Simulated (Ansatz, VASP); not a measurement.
# One calculation of FeGe, two programs

```
Fe Ge
1.0
     2.97452    0.00000    0.00000
    -1.48726    2.57601    0.00000
     0.00000    0.00000    3.54113
Fe Ge
1 1
Direct
  0.00000 0.00000 0.00000
  0.33333 0.66667 0.50000
```

Alike in both runs: task relaxation of cell and atoms; functional PBE; k mesh 6 × 6 × 6; occupations gaussian, width 0.1 eV; collinear spin.

|  | VASP | Ansatz |
| --- | --- | --- |
| version | VASP 6.6.1 | Ansatz 0.2.0 |
| potentials or method | VASP PAW PBE potentials, release 64 (Fe, Ge_d), cutoff 600 eV | scalar-relativistic, plane waves, PAW |
| valence electrons in the cell | 22 | 30 |

```csv
,VASP,Ansatz,Ansatz less VASP
"gap on the k mesh at the Fermi level, each at its own relaxed structure (eV)",none,none,-
net moment per atom (μB),0.81,0.81,-0.001
size of the moment on the site where the two differ most (μB),0.07,0.05,-0.021
relaxed volume (Å³/atom),13.50,13.50,-0.003
relaxed cell length with the largest relative difference (Å),3.493,3.483,-0.0100
```

Site moments also hang on the region over which each program counts them. A gap of «none» marks a metal or a gap that the smearing closes. VASP's potentials hold 22 valence electrons a cell and Ansatz's 30, so a difference there can come from the potentials and not from the codes.

The k mesh is coarse, so the values compare programs but aren't converged.
